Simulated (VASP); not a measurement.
# C in VASP: single point with PBE+D3(BJ)

Aim: the single point of C with PBE+D3(BJ).

Program: VASP 6.6.1. These are calculated values, not measurements. Logs are shortened: lines on timing, memory, paths and dates and some standing lists are left out, and cuts for length are marked.

## (1) The cell of the first run

The cell holds a slab with vacuum, 6 atoms: a = 2.465 Å, b = 3.647 Å, c = 18.873 Å, α = 90.00°, β = 90.00°, γ = 109.75°.

## (2) Single point, PBE+D3(BJ)

Contents of INCAR:

```
SYSTEM = C
ALGO = Normal ; DIPOL = 0.5 0.5 0.500
EDIFF = 1E-7 ; ENCUT = 520
GGA = PE ; IDIPOL = 3
ISIF = 2 ; ISMEAR = 0
ISYM = 0 ; IVDW = 12
LASPH = .TRUE. ; LCHARG = .TRUE.
LDIPOL = .TRUE. ; LELF = .TRUE.
LREAL = .FALSE. ; LVACPOTAV = .TRUE.
LVHAR = .TRUE. ; LWAVE = .FALSE.
NBANDS = 21 ; NELM = 80
PREC = Accurate ; SIGMA = 0.05
```

Contents of KPOINTS:

```
k-points
0
G
  11 8 1
  0 0 0
```

Contents of POSCAR:

```
C
1.0
    2.4649574482      0.0000000000      0.0000000000
   -1.2324787241      3.4327787801      0.0000000000
    0.0000000000      0.0000000000     18.8725659617
C
6
Direct
    0.8036240018      0.6072480037      0.3709087579
    0.3252802457      0.6505604913      0.4077805924
    0.3680761257      0.7361522513      0.4815640827
    0.8894744700      0.7789332923      0.5175008348
    0.9349159562      0.8697887306      0.5946308992
    0.4543066726      0.9085391216      0.6267118887
```

Potentials or basis: VASP PAW PBE potentials, release 64 (C).

Started as:

```sh
$ cat potpaw_PBE.64/C/POTCAR > POTCAR
$ mpirun -np 1 vasp_std > vasp.out
```

OUTCAR:

```text
SYSTEM = C
   EDIFF = 1E-7
   ENCUT = 520
   GGA = PE
   ISIF = 2
   ISMEAR = 0
   ISYM = 0
   IVDW = 12
   LASPH = .TRUE.
   LREAL = .FALSE.
   NELM = 80
   PREC = Accurate
 IVDW          = 12

 ion  position               nearest neighbor table
   1  0.804  0.607  0.371-   2 1.42   2 1.42
   2  0.325  0.651  0.408-   1 1.42   3 1.42   1 1.42
   3  0.368  0.736  0.482-   4 1.41   4 1.41   2 1.42
   4  0.889  0.779  0.518-   3 1.41   3 1.41   5 1.49
   5  0.935  0.870  0.595-   6 1.38   6 1.38   4 1.49
   6  0.454  0.909  0.627-   5 1.38   5 1.38

IMPORTANT INFORMATION: All symmetrisations will be switched off!
NOSYMM: (Re-)initialisation of all symmetry stuff for point group C_1.

----------------------------------------------------------------------------------------

                                     Primitive cell

  volume of cell :     159.6931

  direct lattice vectors                    reciprocal lattice vectors
     2.464957448  0.000000000  0.000000000     0.405686516  0.145654594  0.000000000
    -1.232478724  3.432778780  0.000000000     0.000000000  0.291309188  0.000000000
     0.000000000  0.000000000 18.872565962     0.000000000  0.000000000  0.052986965

  length of vectors
     2.464957448  3.647324219 18.872565962     0.431041541  0.291309188  0.052986965

  position of ions in fractional coordinates (direct lattice)
     0.803624002  0.607248004  0.370908758
     0.325280246  0.650560491  0.407780592
     0.368076126  0.736152251  0.481564083
     0.889474470  0.778933292  0.517500835
     0.934915956  0.869788731  0.594630899
     0.454306673  0.908539122  0.626711889

  ion indices of the primitive-cell ions
   primitive index   ion index
                 1           1
                 2           2
                 3           3
                 4           4
                 5           5
                 6           6

----------------------------------------------------------------------------------------

 KPOINTS: k-points

Automatic generation of k-mesh.
 Grid dimensions read from file:
 generate k-points for:   11    8    1

 Generating k-lattice:

  Cartesian coordinates                     Fractional coordinates (reciprocal lattice)
     0.036880592  0.013241327  0.000000000     0.090909091 -0.000000000  0.000000000
     0.000000000  0.036413649  0.000000000     0.000000000  0.125000000  0.000000000
     0.000000000  0.000000000  0.052986965     0.000000000  0.000000000  1.000000000

  Length of vectors
     0.039185595  0.036413649  0.052986965
[... 83 lines left out ...]
   ISYM   =      0    0-nonsym 1-usesym 2-fastsym
   POTIM  = 0.5000    time-step for ionic-motion
   TEBEG  =    0.0;   TEEND  =   0.0 temperature during run
   PSTRESS=    0.0 pullay stress
   NELECT =      24.0000    total number of electrons
   NUPDOWN=      -1.0000    fix difference up-down
   EMIN   =  10.00;   EMAX   =-10.00  energy-range for DOS
   EFERMI =   0.00;   METHOD = LEGACY
   ISMEAR =     0;   SIGMA  =   0.05  broadening in eV -4-tet -1-fermi 0-gaus
   EFERMI_NEDOS =   21; number of points for ismear=-14 and -15
   IALGO  =     38    algorithm
   IMIX   =      4    mixing-type and parameters
     AMIX     =   0.40;   BMIX     =  1.00
     AMIX_MAG =   1.60;   BMIX_MAG =  1.00
  volume/ion in A,a.u.               =      26.62       179.61
  Fermi-wavevector in a.u.,A,eV,Ry     =   0.870395  1.644809 10.307609  0.757588
  Thomas-Fermi vector in A             =   1.989354
   LORBIT       =      0    0 simple, 1 ext, 2 COOP (PROOUT), +10 PAW based schemes
   GGA     = PE    functional components
   LHFCALC =     F    Hartree Fock is set to
   AEXX    =    0.0000 exact exchange contribution
   IVDW    =    12    specifies the selected vdW correction
   LEPSILON=     F    determine dielectric tensor
   LRPA    =     F    only Hartree local field effects (RPA)
 non-spin polarized calculation
 Gauss-broadening in eV      SIGMA  =   0.05
  energy-cutoff  :      520.00
  volume of cell :      159.69
 maximum number of plane-waves:      4347
   NGX =  9   NGY = 13   NGZ = 71

 dipolmoment           0.000000      0.000000      0.003012 electrons x Angstroem

 number of electron      24.0000000 magnetization

 dipolmoment           0.000000      0.000000     -0.024511 electrons x Angstroem

 Free energy of the ion-electron system (eV)
  ---------------------------------------------------
  ext. energy  EPLUGINS =         0.00000000
  ---------------------------------------------------
  free energy    TOTEN  =       -48.84715740 eV

  energy without entropy =      -48.84158663  energy(sigma->0) =      -48.84437202

 E-fermi :  -3.0445     XC(G=0):  -4.3052

 val. band max:       -3.0492924461   @ k =   0.2727   0.0000   0.0000
 cond. band min:      -3.0367281613   @ k =  -0.3636   0.3750   0.0000
 fundamental gap:      0.0125642848
 Fermi energy:        -3.0445227574

 k-point     1 :       0.0000    0.0000    0.0000
  band No.  band energies     occupation
      1     -21.8660      2.00000
      2     -20.1424      2.00000
      3     -17.7641      2.00000
      4     -13.2944      2.00000
      5      -9.2453      2.00000
      6      -8.9585      2.00000
[... 565 lines left out ...]
     20       7.5650      0.00000
     21       8.1836      0.00000

 [... further k-points ...]

------------------------ aborting loop because EDIFF is reached ----------------------------------------

 Edisp (eV)   -0.70586

 E8    (eV) :    -0.2107

  FORCE on cell =-STRESS in cart. coord.  units (eV):
  Direction    XX          YY          ZZ          XY          YZ          ZX
  --------------------------------------------------------------------------------------
  -------------------------------------------------------------------------------------
  Total       0.05588    -0.21734     1.08221     0.00448     0.26112    -0.00461
  in kB       0.56063    -2.18053    10.85761     0.04498     2.61975    -0.04626
  external pressure =        3.08 kB  Pullay stress =        0.00 kB

 VOLUME and BASIS-vectors are now :
 -----------------------------------------------------------------------------
  energy-cutoff  :      520.00
  volume of cell :      159.69
      direct lattice vectors                 reciprocal lattice vectors
     2.464957448  0.000000000  0.000000000     0.405686516  0.145654594  0.000000000
    -1.232478724  3.432778780  0.000000000     0.000000000  0.291309188  0.000000000
     0.000000000  0.000000000 18.872565962     0.000000000  0.000000000  0.052986965

 POSITION                                       TOTAL-FORCE (eV/Angst)
 -----------------------------------------------------------------------------------
      1.23248      2.08455      7.00000         0.000346      0.345518      1.712711
      0.00000      2.23323      7.69587        -0.000282     -0.681665     -3.282668
      0.00000      2.52705      9.08835         0.002192      0.321280      1.519054
      1.23250      2.67391      9.76657        -0.001710      0.001507      0.001107
      1.23253      2.98579     11.22221         0.002123      0.003387      0.007733
      0.00009      3.11881     11.82766        -0.002670      0.009974      0.042062
 -----------------------------------------------------------------------------------
    total drift:                               -0.000054     -0.000103      0.000074

  FREE ENERGIE OF THE ION-ELECTRON SYSTEM (eV)
  ---------------------------------------------------
  free  energy   TOTEN  =       -49.5530167084 eV

  energy  without entropy=      -49.5474459366  energy(sigma->0) =      -49.55023132

 vacuum level on the upper side and lower side of the slab         3.342         3.866
```

stdout:

```text
POSCAR found type information on POSCAR C
 POSCAR found :  1 types and       6 ions
 scaLAPACK will be used
 LDA part: xc-table for (Slater+PW92), standard interpolation
[... 33 lines left out ...]
|                                                                             |
|     Did not find any points to average over, which means that no vacuum     |
|     field-free region was found. Please increase the size of  your cell     |
|     in the dimension of the dipole correction to obtain accurate            |
|     workfunction values.                                                    |
|                                                                             |
 -----------------------------------------------------------------------------
```

Run time: 4.5 min. Hardware: 1 thread of Intel Xeon Platinum 8488C (Sapphire Rapids), shared host; peak memory 0.32 GiB.

What came out:

```yaml
Free_energy: -49.5530 eV
Largest_force: 3.353 eV/Å
Band_gap_on_the_k_mesh: zero (bands 12 and 13 overlap by 0.14 eV)
Dispersion_energy_per_atom: -0.118 eV
```

Forces on the atoms (eV/Å):
```
C    0.000  0.346  1.713
C    0.000 -0.682 -3.283
C    0.002  0.321  1.519
C   -0.002  0.002  0.001
C    0.002  0.003  0.008
C   -0.003  0.010  0.042
```
